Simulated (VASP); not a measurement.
A run of VASP 6.6.1 is set up as follows.

File INCAR:

```
SYSTEM = Ta4S
  ALGO = Normal
  DIPOL = 0.5 0.5 0.354
  EDIFF = 1E-6
  ENCUT = 520
  IDIPOL = 3
  ISIF = 2
  ISMEAR = 0
  LASPH = .True.
  LCHARG = .False.
  LDIPOL = .True.
  LREAL = .False.
  LWAVE = .False.
  NBANDS = 33
  NELM = 60
  PREC = Accurate
  SIGMA = 0.1
```

Contents of KPOINTS:

```
k-points
0
Gamma
  8 8 1
  0 0 0
```

POSCAR

```
Ta4S
1.0
    3.2528501163      0.0000000000      0.0000000000
    0.0000000000      3.2528501163      0.0000000000
    0.0000000000      0.0000000000     20.2133955625
Ta S
4 1
Direct
    0.5000000000      0.5000000000      0.1978885728
    0.0000000000      0.0000000000      0.2783513062
    0.5000000000      0.5000000000      0.3580225063
   -0.0910619466     -0.0910619466      0.4446760954
    0.3750000000      0.3750000000      0.4934744841
```

Potentials or basis: VASP PAW LDA potentials, release 64 (Ta_pv, S).

Command:

```bash
$ cat potpaw_LDA.64/Ta_pv/POTCAR potpaw_LDA.64/S/POTCAR > POTCAR
$ mpirun -np 1 vasp_std > vasp.out
```

Predict the band gap on the k mesh.

zero (band 25 reaches 0.54 eV, above the bottom of band 26 at 0.32 eV).

Predict the largest force.

2.192 eV/Å.

Forces on the atoms (eV/Å):
```
Ta   0.086  0.086  1.440
Ta   0.127  0.127 -0.811
Ta  -1.471 -1.471 -0.691
Ta   0.001  0.001  0.019
S    1.257  1.257  0.043
```

Caveat: spin-orbit coupling is left out, which moves the levels of the heavy elements.
